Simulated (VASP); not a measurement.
Runs of VASP 6.6.1 on BaS. The structure is that of space group Fm-3m (No. 225), or close to it. The cells are those of the table. 

```tsv
task	cell	cutoff (eV)	gap on the mesh (eV)	pressure (GPa)
electric field gradients	a = 4.539, b = 4.539, c = 4.562 Å, angles 59.8, 59.8, 60.3°, 2 atoms	520	2.11	0.5
single point	a = 4.539 Å, angles 59.3°, 2 atoms	520	(b)	1.4
single point	a = 4.585 Å, angles 58.0°, 2 atoms	520	2.06	1.4
single point	a = 4.472 Å, angles 61.3°, 2 atoms	520	2.06	1.4
single point	a = 4.539, b = 4.539, c = 4.562 Å, angles 59.8, 59.8, 60.3°, 2 atoms	520	2.11	0.5
electric field gradients	a = 4.450 Å, angles 62.0°, 2 atoms	520	2.03	1.4
single point	a = 4.562 Å, angles 58.7°, 2 atoms	520	2.08	1.4
single point	a = 4.450 Å, angles 62.0°, 2 atoms	520	2.03	1.4
electric field gradients	a = 4.554 Å, angles 60.0°, 2 atoms	400	(a)	0.3
single point	a = 4.472, b = 4.472, c = 4.426 Å, angles 60.3, 60.3, 59.3°, 2 atoms	520	2.00	3.6
single point	a = 4.494 Å, angles 60.7°, 2 atoms	520	2.08	1.4
```

Alike in all rows: level PBE; potentials or basis VASP PAW PBE potentials, release 64 (Ba_sv, S); no spin polarisation; k mesh 8 × 8 × 8; smearing fermi-dirac 0.02 eV.

**Question.** Fill in the values left out.

**Answer.** (a) 2.15; (b) 2.09.

Caveats: spin-orbit coupling is left out, which moves the levels of the heavy elements; the cell stands under pressure (at least some runs).

A k mesh can miss the band edges, and the runs leave out spin-orbit coupling on Ba.
